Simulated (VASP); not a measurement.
Input of a VASP 6.6.1 run:

Contents of INCAR:

```
SYSTEM = Zr3O8
  ALGO = Normal
  EDIFF = 1E-6
  EDIFFG = -0.04
  ENCUT = 600
  GGA = PE
  IBRION = 2
  ISIF = 3
  ISMEAR = 0
  ISYM = 0
  KPAR = 4
  LASPH = .TRUE.
  LCHARG = .FALSE.
  LREAL = Auto
  LWAVE = .FALSE.
  NELM = 80
  NSW = 45
  PREC = Accurate
  SIGMA = 0.1
```

KPOINTS

```
k-points
0
G
  3 3 3
  0 0 0
```

File POSCAR:

```
Zr3O8
1.0
    0.5885088447      4.8224168090      5.6947215518
    5.8757398182      0.4243622465      5.8588681501
    5.7577731508      4.8685967399      0.5423289138
Zr O
6 16
Direct
    0.0479661384      0.5120208482      0.5122380577
    0.0124302798      0.5132402935      0.0383577239
    0.9867212426      0.9875338363      0.4641340089
    0.9511750836      0.9887797713      0.9902870810
    0.5525857506      0.4970056028      0.4980222909
    0.4465707962      0.0037743177      0.0044673042
    0.0874873344      0.1979960203      0.0847468172
    0.1937224023      0.1045878119      0.7206492093
    0.0866015094      0.6158669173      0.1674618304
    0.1170110451      0.5915071751      0.6783403845
    0.5648821613      0.1315911323      0.0971127694
    0.5625435222      0.1851306442      0.5937530020
    0.6589862106      0.6527385883      0.1256083869
    0.6650203686      0.6006342720      0.6084861453
    0.4342622663      0.3691907431      0.4053947645
    0.4366070024      0.3156573925      0.9087492235
    0.3401730520      0.8480416898      0.3768794235
    0.3341382202      0.9001489518      0.8939984144
    0.9116866368      0.3027838603      0.4177452492
    0.8054159660      0.3962073819      0.7818555960
    0.9125470916      0.8849163828      0.3350403881
    0.8821604149      0.9092817158      0.8241625466
```

Potentials or basis: VASP PAW PBE potentials, release 64 (Zr_sv, O).

Launch:

```bash
$ cat potpaw_PBE.64/Zr_sv/POTCAR potpaw_PBE.64/O/POTCAR > POTCAR
$ mpirun -np 4 vasp_std > vasp.out
```

Task: Predict the relaxed volume.

Result: 12.72 Å³/atom.

Task: Predict the relaxed cell.

Result: a = 7.488 Å, b = 8.310 Å, c = 7.562 Å, α = 51.55°, β = 58.01°, γ = 51.33°.

Task: Predict the band gap on the k mesh.

Result: 2.95 eV (least direct gap 3.05 eV).

Forces on the atoms (eV/Å):
```
Zr  -0.018  0.002 -0.015
Zr  -0.009  0.002  0.025
Zr   0.008  0.000 -0.020
Zr   0.015 -0.003  0.013
Zr   0.029 -0.013  0.004
Zr  -0.028  0.011 -0.002
O   -0.003  0.004 -0.004
O   -0.017  0.007 -0.001
O    0.025 -0.002  0.020
O    0.018  0.017  0.008
O   -0.004 -0.002 -0.013
O   -0.004  0.015  0.017
O   -0.007  0.018 -0.014
O   -0.009 -0.002 -0.006
O    0.004  0.002  0.013
O    0.004 -0.014 -0.018
O    0.007 -0.018  0.013
O    0.012  0.002  0.005
O    0.003 -0.005  0.003
O    0.020 -0.007  0.000
O   -0.026  0.003 -0.019
O   -0.019 -0.018 -0.010
```

Caveat: the cell differs from its parent crystal (atoms taken out). A k mesh can miss the band edges.
